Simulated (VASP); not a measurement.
Here is a VASP 6.6.1 calculation.

File INCAR:

```
ALGO = Normal
EDIFF = 1E-6
ENCUT = 520
GGA = PS
ISIF = 2
ISMEAR = -1
LASPH = True
LCHARG = False
LREAL = False
LWAVE = False
NBANDS = 13
NELM = 60
PREC = Accurate
SIGMA = 0.05
```

File KPOINTS:

```
k-points
0
Gamma
  9 9 9
```

Contents of POSCAR:

```
Pb
1.0
    0.0000000000      2.5235621278      2.5235621278
    2.5235621278      0.0000000000      2.5235621278
    2.5235621278      2.5235621278      0.0000000000
Pb
1
Direct
    0.0000000000      0.0000000000      0.0000000000
```

Potentials or basis: VASP PAW PBE potentials, release 64 (Pb_d).

Run with:

```sh
$ cat potpaw_PBE.64/Pb_d/POTCAR > POTCAR
$ mpirun -np 1 vasp_std > vasp.out
```

What does it give for the band gap on the k mesh?

Zero (band 7 reaches 13.43 eV, above the bottom of band 8 at 5.03 eV).

Predict the pressure.

-2.9 GPa.

Caveat: the PAW data sets were made with another functional, which shifts forces and pressure a little; spin-orbit coupling is left out, which moves the levels of the heavy elements.
